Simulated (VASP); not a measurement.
Wanted: the native input for a VASP 6.6.1 run.

```
Task                   : single point
Functional             : PBEsol
Potentials or basis    : VASP PAW PBE potentials, release 64 (F)
Cutoff                 : 520 eV
k mesh                 : 4 × 4 × 2
Occupations            : gaussian, width 0.05 eV
Spin                   : no spin polarisation
Dipole correction      : no
Further INCAR settings : ALGO = Normal; EDIFF = 1e-06; NBANDS = 22
```

The structure of F lies in POSCAR:

```
F
1.0
    3.1625538735     -1.6775524692     -0.2439234376
    3.1625538735      1.6775524692     -0.2439234376
   -2.4199257473      0.0000000000      6.7355065318
F
4
Direct
    0.0848459664      0.0848459664      0.0940038325
    0.9151540336      0.9151540336      0.9059961675
    0.5015719855      0.5015719855      0.5937195244
    0.4984280145      0.4984280145      0.4062804756
```

These files were run (other wordings do the same):

INCAR

```
SYSTEM = F
PREC     = Accurate       ! precision mode
ENCUT    = 520            ! plane-wave cutoff, eV
EDIFF    = 1E-6           ! SCF threshold, eV
ISMEAR   = 0              ! smearing method
SIGMA    = 0.05           ! smearing width, eV
LREAL    = .False.        ! projectors in reciprocal space
LASPH    = .True.         ! aspherical terms in the spheres
NELM     = 100            ! most SCF steps
ALGO     = Normal         ! electronic algorithm
ISIF     = 2              ! what is computed and relaxed
LWAVE    = .False.        ! write WAVECAR
LCHARG   = .False.        ! write CHGCAR
GGA      = PS             ! functional
NBANDS   = 22             ! bands
```

KPOINTS

```
Automatic mesh
0
Gamma
  4 4 2
  0 0 0
```

Potentials or basis: VASP PAW PBE potentials, release 64 (F).

Command:

```sh
$ cat potpaw_PBE.64/F/POTCAR > POTCAR
$ mpirun -np 1 vasp_std > vasp.out
```

It gave:

| Property | Result |
| --- | --- |
| Pressure | 7.2 GPa |
| Largest force | 3.651 eV/Å |
| Band gap on the k mesh | 3.85 eV, indirect (least direct gap 3.97 eV) |

Caveat: the k points lie up to 0.54 Å⁻¹ apart; the PAW data sets were made with another functional, which shifts forces and pressure a little.

Run time: 21 s on 1 thread of Intel(R) Xeon(R) Platinum 8175M CPU @ 2.50GHz (Skylake/Cascade Lake), on a shared host, peak memory 0.18 GiB.
